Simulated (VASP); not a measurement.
A run of VASP 6.6.1 is set up as follows.

The input INCAR:

```
SYSTEM = ZnSe
ALGO = Normal
EDIFF = 1E-6
ENCUT = 500
GGA = PE
GGA_COMPAT = .FALSE.
ISIF = 2
ISMEAR = 0
LASPH = .TRUE.
LCHARG = .FALSE.
LREAL = .FALSE.
LWAVE = .FALSE.
NBANDS = 16
NELM = 120
PREC = Accurate
SIGMA = 0.02
```

The input KPOINTS:

```
k-points
0
G
  8 8 8
  0 0 0
```

POSCAR

```
ZnSe
1.0
    0.0000000000      2.8942974865      2.8942974865
    2.8942974865      0.0000000000      2.8942974865
    2.8942974865      2.8942974865      0.0000000000
Zn Se
1 1
Direct
    0.0000000000      0.0000000000      0.0000000000
    0.2500000000      0.2500000000      0.2500000000
```

Potentials or basis: VASP PAW PBE potentials, release 64 (Zn, Se).

The run is started by

```console
$ cat potpaw_PBE.64/Zn/POTCAR potpaw_PBE.64/Se/POTCAR > POTCAR
$ mpirun -np 1 vasp_std > vasp.out
```

Question: What does it give for the pressure?

Answer: -1.4 GPa.

Question: What does it give for the band gap on the k mesh?

Answer: 1.04 eV, direct.
